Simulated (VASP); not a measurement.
A run of VASP 6.6.1:

Contents of INCAR:

```
  PREC = Accurate
  ENCUT = 520
  EDIFF = 1E-6
  ISMEAR = -1
  SIGMA = 0.03
  LREAL = False
  LASPH = True
  NELM = 80
  ALGO = Normal
  ISIF = 2
  LWAVE = False
  LCHARG = False
  GGA = PE
  NBANDS = 29
```

File KPOINTS:

```
regular mesh
0
Gamma
  9 9 5
```

The input POSCAR:

```
Bi2W
1.0
    3.4201365634      0.0000000000      0.0000000000
   -1.7100682817      2.9619251483      0.0000000000
    0.0000000000      0.0000000000      8.3494507323
W Bi
1 2
Direct
    0.0000000000      0.0000000000      0.0000000000
    0.3333333333      0.6666666667      0.2537647829
    0.6666666667      0.3333333333      0.7462352171
```

Potentials or basis: VASP PAW PBE potentials, release 64 (W_sv, Bi_d).

The run is started by

```bash
$ cat potpaw_PBE.64/W_sv/POTCAR potpaw_PBE.64/Bi_d/POTCAR > POTCAR
$ mpirun -np 1 vasp_std > vasp.out
```

Hardware: 1 thread of Intel(R) Xeon(R) Platinum 8488C (Sapphire Rapids) (shared host).

How long does it take, and how much memory?

It took 99 s on 1 thread of Intel(R) Xeon(R) Platinum 8488C (Sapphire Rapids) (shared host), peak memory 0.28 GiB. Counts: scf iterations 14, k points 50.
